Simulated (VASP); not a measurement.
# CdO (Fm-3m) in VASP: single point with PBE

Aim: the single point of CdO with PBE.

Program: VASP 6.6.1. These are calculated values, not measurements. Logs are shortened: lines on timing, memory, paths and dates and some standing lists are left out, and cuts for length are marked.

## 1. The cell of the first run

The structure is cubic, space group Fm-3m (No. 225). The conventional cell has a = 4.767 Å, b = 4.767 Å, c = 4.767 Å, α = 90.00°, β = 90.00°, γ = 90.00°. Within 3.1 Å of Cd (site symmetry m-3m) lie 6 O at 2.38 Å. Within 3.1 Å of O (site symmetry m-3m) lie 6 Cd at 2.38 Å.

## 2. Single point, PBE

INCAR

```
SYSTEM = CdO
  ALGO = Normal
  EDIFF = 1E-6
  ENCUT = 700
  GGA = PE
  GGA_COMPAT = .FALSE.
  ISIF = 2
  ISMEAR = 0
  LASPH = .TRUE.
  LCHARG = .FALSE.
  LREAL = .FALSE.
  LWAVE = .FALSE.
  NBANDS = 20
  NELM = 120
  PREC = Accurate
  SIGMA = 0.1
```

KPOINTS

```
k-points
0
G
  6 6 6
  0 0 0
```

POSCAR

```
CdO
1.0
    0.0000000000      2.3834614691      2.3834614691
    2.3834614691      0.0000000000      2.3834614691
    2.3834614691      2.3834614691      0.0000000000
Cd O
1 1
Direct
    0.0000000000      0.0000000000      0.0000000000
    0.5000000000      0.5000000000      0.5000000000
```

Potentials or basis: VASP PAW PBE potentials, release 64 (Cd_sv_GW, O).

Started as:

```bash
$ cat potpaw_PBE.64/Cd_sv_GW/POTCAR potpaw_PBE.64/O/POTCAR > POTCAR
$ mpirun -np 1 vasp_std > vasp.out
```

OUTCAR:

```text
SYSTEM = CdO
   EDIFF = 1E-6
   ENCUT = 700
   GGA = PE
   ISIF = 2
   ISMEAR = 0
   LASPH = .TRUE.
   LREAL = .FALSE.
   NELM = 120
   PREC = Accurate

 ion  position               nearest neighbor table
   1  0.000  0.000  0.000-
   2  0.500  0.500  0.500-

  LATTYP: Found a face centered cubic cell.
 ALAT       =     4.7669229382

  Lattice vectors:

 A1 = (   0.0000000000,   2.3834614691,   2.3834614691)
 A2 = (   2.3834614691,   0.0000000000,   2.3834614691)
 A3 = (   2.3834614691,   2.3834614691,   0.0000000000)

Analysis of symmetry for initial positions (statically):
=====================================================================
 Subroutine PRICEL returns:
 Original cell was already a primitive cell.

 Routine SETGRP: Setting up the symmetry group for a
 face centered cubic supercell.

 Subroutine GETGRP returns: Found 48 space group operations
 (whereof 48 operations were pure point group operations)
 out of a pool of 48 trial point group operations.

The static configuration has the point symmetry O_h .

Analysis of symmetry for dynamics (positions and initial velocities):
=====================================================================
 Subroutine PRICEL returns:
 Original cell was already a primitive cell.

 Routine SETGRP: Setting up the symmetry group for a
 face centered cubic supercell.

 Subroutine GETGRP returns: Found 48 space group operations
 (whereof 48 operations were pure point group operations)
 out of a pool of 48 trial point group operations.

The dynamic configuration has the point symmetry O_h .

 Subroutine INISYM returns: Found 48 space group operations
 (whereof 48 operations are pure point group operations),
 and found     1 'primitive' translations

----------------------------------------------------------------------------------------

                                     Primitive cell

  volume of cell :      27.0804

  direct lattice vectors                    reciprocal lattice vectors
     0.000000000  2.383461469  2.383461469    -0.209778931  0.209778931  0.209778931
     2.383461469  0.000000000  2.383461469     0.209778931 -0.209778931  0.209778931
     2.383461469  2.383461469  0.000000000     0.209778931  0.209778931 -0.209778931

  length of vectors
     3.370723535  3.370723535  3.370723535     0.363347768  0.363347768  0.363347768

  position of ions in fractional coordinates (direct lattice)
     0.000000000  0.000000000  0.000000000
     0.500000000  0.500000000  0.500000000

  ion indices of the primitive-cell ions
   primitive index   ion index
                 1           1
                 2           2

----------------------------------------------------------------------------------------

 KPOINTS: k-points

Automatic generation of k-mesh.
 Grid dimensions read from file:
 generate k-points for:    6    6    6

 Generating k-lattice:

  Cartesian coordinates                     Fractional coordinates (reciprocal lattice)
    -0.034963155  0.034963155  0.034963155     0.166666667  0.000000000  0.000000000
     0.034963155 -0.034963155  0.034963155     0.000000000  0.166666667  0.000000000
     0.034963155  0.034963155 -0.034963155     0.000000000  0.000000000  0.166666667

  Length of vectors
     0.060557961  0.060557961  0.060557961

  Shift w.r.t. Gamma in fractional coordinates (k-lattice)
     0.000000000  0.000000000  0.000000000

 Subroutine IBZKPT returns following result:
 ===========================================

 Found     16 irreducible k-points:

 Following reciprocal coordinates:
            Coordinates               Weight
  0.000000  0.000000  0.000000      1.000000
  0.166667  0.000000  0.000000      8.000000
  0.333333  0.000000  0.000000      8.000000
  0.500000  0.000000  0.000000      4.000000
  0.166667  0.166667  0.000000      6.000000
  0.333333  0.166667  0.000000     24.000000
[... 8 lines left out ...]
 -0.333333  0.333333  0.166667     24.000000
 -0.333333  0.500000  0.166667     12.000000
   k-points           NKPTS =     16   k-points in BZ     NKDIM =     16   number of bands    NBANDS=     20
   number of dos      NEDOS =    301   number of ions     NIONS =      2
   total plane-waves  NPLWV =  27000
   dimension x,y,z NGX =    30 NGY =   30 NGZ =   30
   dimension x,y,z NGXF=    60 NGYF=   60 NGZF=   60
   ions per type =               1   1
   NGX,Y,Z   is equivalent  to a cutoff of  14.80, 14.80, 14.80 a.u.
   NGXF,Y,Z  is equivalent  to a cutoff of  29.59, 29.59, 29.59 a.u.
 SYSTEM =  CdO
   PREC   = accura    normal or accurate (medium, high low for compatibility)
   ISTART =      0    job   : 0-new  1-cont  2-samecut
   ICHARG =      2    charge: 1-file 2-atom 10-const
   ISPIN  =      1    spin polarized calculation?
   LNONCOLLINEAR =      F non collinear calculations
   LSORBIT =      F    spin-orbit coupling
   LASPH  =      T    aspherical Exc in radial PAW
   ENCUT  =  700.0 eV  51.45 Ry    7.17 a.u.   7.27  7.27  7.27*2*pi/ulx,y,z
   NELM   =    120;   NELMIN=  2; NELMDL= -5     # of ELM steps
   EDIFF  = 0.1E-05   stopping-criterion for ELM
   LREAL  =      F    real-space projection
   EDIFFG = 0.1E-04   stopping-criterion for IOM
   NSW    =      0    number of steps for IOM
   IBRION =     -1    ionic relax: 0-MD 1-quasi-New 2-CG
   NFREE  =      0    steps in history (QN), initial steepest desc. (CG)
   ISIF   =      2    stress and relaxation
   ISYM   =      2    0-nonsym 1-usesym 2-fastsym
   POTIM  = 0.5000    time-step for ionic-motion
   TEBEG  =    0.0;   TEEND  =   0.0 temperature during run
   PSTRESS=    0.0 pullay stress
   NELECT =      26.0000    total number of electrons
   NUPDOWN=      -1.0000    fix difference up-down
   EMIN   =  10.00;   EMAX   =-10.00  energy-range for DOS
   EFERMI =   0.00;   METHOD = LEGACY
   ISMEAR =     0;   SIGMA  =   0.10  broadening in eV -4-tet -1-fermi 0-gaus
   EFERMI_NEDOS =   21; number of points for ismear=-14 and -15
   IALGO  =     38    algorithm
   IMIX   =      4    mixing-type and parameters
     AMIX     =   0.40;   BMIX     =  1.00
     AMIX_MAG =   1.60;   BMIX_MAG =  1.00
  volume/ion in A,a.u.               =      13.54        91.37
  Fermi-wavevector in a.u.,A,eV,Ry     =   1.615032  3.051968 35.488464  2.608329
  Thomas-Fermi vector in A             =   2.709845
   LORBIT       =      0    0 simple, 1 ext, 2 COOP (PROOUT), +10 PAW based schemes
   GGA     = PE    functional components
   LHFCALC =     F    Hartree Fock is set to
   AEXX    =    0.0000 exact exchange contribution
   IVDW    =     0    specifies the selected vdW correction
   LEPSILON=     F    determine dielectric tensor
   LRPA    =     F    only Hartree local field effects (RPA)
 non-spin polarized calculation
 Gauss-broadening in eV      SIGMA  =   0.10
  energy-cutoff  :      700.00
  volume of cell :       27.08
 maximum number of plane-waves:      1158
 NGX is ok and might be reduce to    30
   NGX = 15   NGY = 15   NGZ = 15

 number of electron      25.9999997 magnetization

 Free energy of the ion-electron system (eV)
  ---------------------------------------------------
  ext. energy  EPLUGINS =         0.00000000
  ---------------------------------------------------
  free energy    TOTEN  =        -7.83510091 eV

  energy without entropy =       -7.83381856  energy(sigma->0) =       -7.83445973

 E-fermi :   4.5554     XC(G=0): -11.6642

 val. band max:        4.4643296819   @ k =   0.5000   0.0000   0.0000
 cond. band min:       5.9139554132   @ k =   0.1667   0.0000   0.0000
 fundamental gap:      1.4496257312
 Fermi energy:         4.5553768563

 k-point     1 :       0.0000    0.0000    0.0000
  band No.  band energies     occupation
      1     -95.9597      2.00000
      2     -57.0366      2.00000
      3     -57.0366      2.00000
      4     -57.0366      2.00000
      5     -12.5867      2.00000
      6      -2.1667      2.00000
[... 12 lines left out ...]
     19      22.0748      0.00000
     20      22.0748      0.00000

 k-point     2 :       0.1667    0.0000    0.0000
  band No.  band energies     occupation
      1     -95.9596      2.00000
      2     -57.0399      2.00000
      3     -57.0371      2.00000
      4     -57.0371      2.00000
      5     -12.4218      2.00000
      6      -2.2718      2.00000
[... 12 lines left out ...]
     19      22.8839      0.00000
     20      22.8839      0.00000

 k-point     3 :       0.3333    0.0000    0.0000
  band No.  band energies     occupation
      1     -95.9592      2.00000
      2     -57.0466      2.00000
      3     -57.0382      2.00000
      4     -57.0382      2.00000
      5     -12.0683      2.00000
      6      -2.6690      2.00000
[... 12 lines left out ...]
     19      24.3777      0.00000
     20      24.3777      0.00000

 k-point     4 :       0.5000    0.0000    0.0000
  band No.  band energies     occupation
      1     -95.9590      2.00000
      2     -57.0499      2.00000
      3     -57.0387      2.00000
      4     -57.0387      2.00000
      5     -11.8771      2.00000
      6      -2.9596      2.00000
[... 12 lines left out ...]
     19      24.7204      0.00000
     20      25.9732      0.00000

 k-point     5 :       0.1667    0.1667    0.0000
  band No.  band energies     occupation
      1     -95.9595      2.00000
      2     -57.0398      2.00000
      3     -57.0379      2.00000
      4     -57.0379      2.00000
      5     -12.3847      2.00000
      6      -2.2968      2.00000
[... 12 lines left out ...]
     19      24.3643      0.00000
     20      26.0268      0.00000

 k-point     6 :       0.3333    0.1667    0.0000
  band No.  band energies     occupation
      1     -95.9591      2.00000
      2     -57.0447      2.00000
      3     -57.0391      2.00000
      4     -57.0391      2.00000
      5     -12.1344      2.00000
      6      -2.5286      2.00000
[... 12 lines left out ...]
     19      24.9610      0.00000
     20      26.5934      0.00000

 k-point     7 :       0.5000    0.1667    0.0000
  band No.  band energies     occupation
      1     -95.9589      2.00000
      2     -57.0486      2.00000
      3     -57.0406      2.00000
      4     -57.0395      2.00000
      5     -11.9098      2.00000
      6      -2.7063      2.00000
[... 12 lines left out ...]
     19      24.9495      0.00000
     20      25.8220      0.00000

 k-point     8 :      -0.3333    0.1667    0.0000
  band No.  band energies     occupation
      1     -95.9589      2.00000
      2     -57.0476      2.00000
      3     -57.0410      2.00000
      4     -57.0387      2.00000
      5     -11.9498      2.00000
      6      -2.7268      2.00000
[... 12 lines left out ...]
     19      23.7339      0.00000
     20      23.8192      0.00000

 k-point     9 :      -0.1667    0.1667    0.0000
  band No.  band energies     occupation
      1     -95.9593      2.00000
      2     -57.0431      2.00000
      3     -57.0394      2.00000
      4     -57.0375      2.00000
      5     -12.2113      2.00000
      6      -2.4320      2.00000
[... 12 lines left out ...]
     19      22.4861      0.00000
     20      24.6953      0.00000

 k-point    10 :       0.3333    0.3333    0.0000
  band No.  band energies     occupation
      1     -95.9589      2.00000
      2     -57.0461      2.00000
      3     -57.0406      2.00000
      4     -57.0406      2.00000
      5     -12.0847      2.00000
      6      -2.4744      2.00000
[... 12 lines left out ...]
     19      27.3973      0.00000
     20      28.0099      0.00000

 k-point    11 :       0.5000    0.3333    0.0000
  band No.  band energies     occupation
      1     -95.9588      2.00000
      2     -57.0478      2.00000
      3     -57.0426      2.00000
      4     -57.0411      2.00000
      5     -11.9715      2.00000
      6      -2.5163      2.00000
[... 12 lines left out ...]
     19      26.8132      0.00000
     20      27.3258      0.00000

 k-point    12 :      -0.3333    0.3333    0.0000
  band No.  band energies     occupation
      1     -95.9588      2.00000
      2     -57.0458      2.00000
      3     -57.0457      2.00000
      4     -57.0402      2.00000
      5     -11.9029      2.00000
      6      -2.5835      2.00000
[... 12 lines left out ...]
     19      24.4462      0.00000
     20      27.1043      0.00000

 k-point    13 :       0.5000    0.5000    0.0000
  band No.  band energies     occupation
      1     -95.9587      2.00000
      2     -57.0492      2.00000
      3     -57.0419      2.00000
      4     -57.0419      2.00000
      5     -12.0008      2.00000
      6      -2.5743      2.00000
[... 12 lines left out ...]
     19      26.8247      0.00000
     20      28.5513      0.00000

 k-point    14 :       0.5000    0.3333    0.1667
  band No.  band energies     occupation
      1     -95.9589      2.00000
      2     -57.0466      2.00000
      3     -57.0423      2.00000
      4     -57.0399      2.00000
      5     -11.9802      2.00000
      6      -2.4322      2.00000
[... 12 lines left out ...]
     19      24.8673      0.00000
     20      27.3912      0.00000

 k-point    15 :      -0.3333    0.3333    0.1667
  band No.  band energies     occupation
      1     -95.9588      2.00000
      2     -57.0471      2.00000
      3     -57.0438      2.00000
      4     -57.0407      2.00000
      5     -11.9029      2.00000
      6      -2.5129      2.00000
[... 12 lines left out ...]
     19      23.0413      0.00000
     20      28.0843      0.00000

 k-point    16 :      -0.3333    0.5000    0.1667
  band No.  band energies     occupation
      1     -95.9587      2.00000
      2     -57.0473      2.00000
      3     -57.0437      2.00000
      4     -57.0420      2.00000
      5     -11.9342      2.00000
      6      -2.4417      2.00000
[... 12 lines left out ...]
     19      24.9137      0.00000
     20      28.0601      0.00000

------------------------ aborting loop because EDIFF is reached ----------------------------------------

  FORCE on cell =-STRESS in cart. coord.  units (eV):
  Direction    XX          YY          ZZ          XY          YZ          ZX
  --------------------------------------------------------------------------------------
  -------------------------------------------------------------------------------------
  Total       -0.0167810     -0.0167810     -0.0167810     -0.0000000     -0.0000000      0.0000000
  in kB       -0.9928273     -0.9928273     -0.9928273     -0.0000000     -0.0000000      0.0000000
  external PRESSURE =      -0.9928273 kB  Pullay stress =       0.0000000 kB

 VOLUME and BASIS-vectors are now :
 -----------------------------------------------------------------------------
  energy-cutoff  :      700.00
  volume of cell :       27.08
      direct lattice vectors                 reciprocal lattice vectors
     0.000000000  2.383461469  2.383461469    -0.209778931  0.209778931  0.209778931
     2.383461469  0.000000000  2.383461469     0.209778931 -0.209778931  0.209778931
     2.383461469  2.383461469  0.000000000     0.209778931  0.209778931 -0.209778931

 POSITION                                       TOTAL-FORCE (eV/Angst)
 -----------------------------------------------------------------------------------
      0.00000      0.00000      0.00000        -0.000000     -0.000000     -0.000000
      2.38346      2.38346      2.38346         0.000000      0.000000      0.000000
 -----------------------------------------------------------------------------------
    total drift:                               -0.000000      0.000000      0.000000

  FREE ENERGIE OF THE ION-ELECTRON SYSTEM (eV)
  ---------------------------------------------------
  free  energy   TOTEN  =        -7.8351009107 eV

  energy  without entropy=       -7.8338185564  energy(sigma->0) =       -7.83445973
```

Wall time 22 s (1 thread of AMD EPYC 7R13 (Zen 3), shared host); peak memory 0.15 GiB.

Results:

```
Free energy            : -7.8351 eV
Pressure               : -0.1 GPa
Band gap on the k mesh : zero (bands 13 and 14 overlap by 0.49 eV)
```

Caveat: the k points lie up to 0.38 Å⁻¹ apart; semilocal functionals underestimate gaps, and a narrow one can read as zero.

The gap in the log of VASP goes by the Fermi energy; the results here count the filled bands.